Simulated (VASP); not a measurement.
A run of VASP 6.6.1 is set up as follows.

POSCAR

```
Ba
1.0
    4.5518665360      0.0000000000      0.0000000000
   -2.2759332680      3.9420320548      0.0000000000
    0.0000000000      0.0000000000     14.9107952438
Ba
4
Direct
    0.0000000000      1.0000000000      0.0000000000
    0.0000000000      1.0000000000      0.5000000000
    0.3333333333      0.6666666667      0.2500000000
    0.6666666667      0.3333333333      0.7500000000
```

File INCAR.step1:

```
ALGO = Normal ; EDIFF = 1E-4
ENCUT = 520 ; GGA = PE
ISMEAR = -1 ; LASPH = T
LCHARG = F ; LREAL = F
LWAVE = T ; NBANDS = 28
NELM = 80 ; PREC = Accurate
SIGMA = 0.1
```

File INCAR.step2:

```
ALGO = Normal ; EDIFF = 1E-6
ENCUT = 520 ; ISIF = 2
ISMEAR = -1 ; ISTART = 1
LASPH = T ; LCHARG = F
LMIXTAU = T ; LREAL = F
LWAVE = F ; METAGGA = R2SCAN
NBANDS = 28 ; NELM = 80
PREC = Accurate ; SIGMA = 0.1
```

File KPOINTS:

```
k-points
0
Gamma
  11 11 3
```

Potentials or basis: VASP PAW PBE potentials, release 64 (Ba_sv).

Command:

```console
$ cat potpaw_PBE.64/Ba_sv/POTCAR > POTCAR
$ cp INCAR.step1 INCAR
$ mpirun -np 1 vasp_std > vasp.out
$ cp INCAR.step2 INCAR
$ mpirun -np 1 vasp_std > vasp.out
```

Task: What does it give for the pressure?

Result: 0.1 GPa.

Task: What does it give for the band gap on the k mesh?

Result: Zero (bands 20 and 21 overlap by 0.04 eV).

Caveat: the PAW data sets were made with another functional, which shifts forces and pressure a little; spin-orbit coupling is left out, which moves the levels of the heavy elements.
